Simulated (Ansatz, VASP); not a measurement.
**Ti2B2Os in VASP and in Ansatz**

```
CELL_PARAMETERS angstrom
3.88897 0.00000 0.00000
-1.94448 3.36795 0.00000
0.00000 0.00000 5.42248
ATOMIC_POSITIONS crystal
Ti 0.33333 0.66667 0.50000
Ti 0.66667 0.33333 0.50000
B 0.00000 0.00000 0.30288
B 0.00000 0.00000 0.69712
Os 0.00000 0.00000 0.00000
```

Alike in both runs: task single point; functional PBE; k mesh 6 × 6 × 4; occupations gaussian, width 0.1 eV; no spin polarisation.

|  | VASP | Ansatz |
| --- | --- | --- |
| version | VASP 6.6.1 | Ansatz 0.2.0 |
| potentials or method | VASP PAW PBE potentials, release 64 (Ti_sv, B, Os), cutoff 520 eV | scalar-relativistic, plane waves, PAW |
| valence electrons in the cell | 38 | 46 |

```tsv
	VASP	Ansatz	Ansatz less VASP
gap on the k mesh at the Fermi level (eV)	none	none	-
rms of the force components (eV/Å)	5.610	5.168	-0.4418
```

Atom by atom the forces differ by 0.442 eV/Å (rms over components). A gap of «none» marks a metal or a gap that the smearing closes. VASP's potentials hold 38 valence electrons a cell and Ansatz's 46, so a difference there can come from the potentials and not from the codes.

Neither program's run includes spin-orbit coupling.
